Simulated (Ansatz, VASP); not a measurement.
**One calculation of GaSb, two programs**

The input INCAR:

```
PREC = Accurate
ENCUT = 520
EDIFF = 1E-6
ISMEAR = 0
SIGMA = 0.1
LREAL = False
LASPH = True
NELM = 100
ALGO = Normal
ISIF = 2
LWAVE = False
LCHARG = True
GGA = PS
LELF = True
LVHAR = True
NBANDS = 16
```

The input KPOINTS:

```
Automatic mesh
0
Gamma
  6 6 6
```

File POSCAR:

```
GaSb
1.0
    3.8200463815      0.0000000000      0.0000000000
    0.0000000000      3.8200463815      0.0000000000
    0.0000000000      0.0000000000      3.8200463815
Ga Sb
1 1
Direct
    0.0000000000      0.0000000000      0.0000000000
    0.5000000000      0.5000000000      0.5000000000
```

Input for Ansatz:

```yaml
crystal:
  lattice:
    - [3.8200463815, 0.0, 0.0]
    - [0.0, 3.8200463815, 0.0]
    - [0.0, 0.0, 3.8200463815]
  atoms:
    - { symbol: Ga, position: [0.0, 0.0, 0.0] }
    - { symbol: Sb, position: [0.5, 0.5, 0.5] }
basis:
  ecutwfc: 420
kpoints:
  mp_grid: { grid: [6, 6, 6] }
hamiltonian:
  xc: pbesol
scf:
  occupations: { method: gaussian, width: 0.1 }
output:
  forces: true
  stress: true
  eigenvalues: true
```

Alike in both runs: task single point; functional PBEsol; k mesh 6 × 6 × 6; occupations gaussian, width 0.1 eV; no spin polarisation.

|  | VASP | Ansatz |
| --- | --- | --- |
| version | VASP 6.6.1 | Ansatz 0.2.0 |
| potentials or method | VASP PAW PBE potentials, release 64 (Ga_d, Sb), cutoff 520 eV | scalar-relativistic, plane waves, PAW |
| valence electrons in the cell | 18 | 28 |

```csv
,VASP,Ansatz,Ansatz less VASP
gap on the k mesh at the Fermi level (eV),none,none,-
pressure (GPa),-7.8,-7.8,+0.01
```

VASP's potentials were made for PBE, not for PBEsol. A gap of «none» marks a metal or a gap that the smearing closes. With one functional, cell and mesh, what is left measures potentials, basis and numerics. VASP's potentials hold 18 valence electrons a cell and Ansatz's 28, so a difference there can come from the potentials and not from the codes.

Spin-orbit coupling is off throughout.
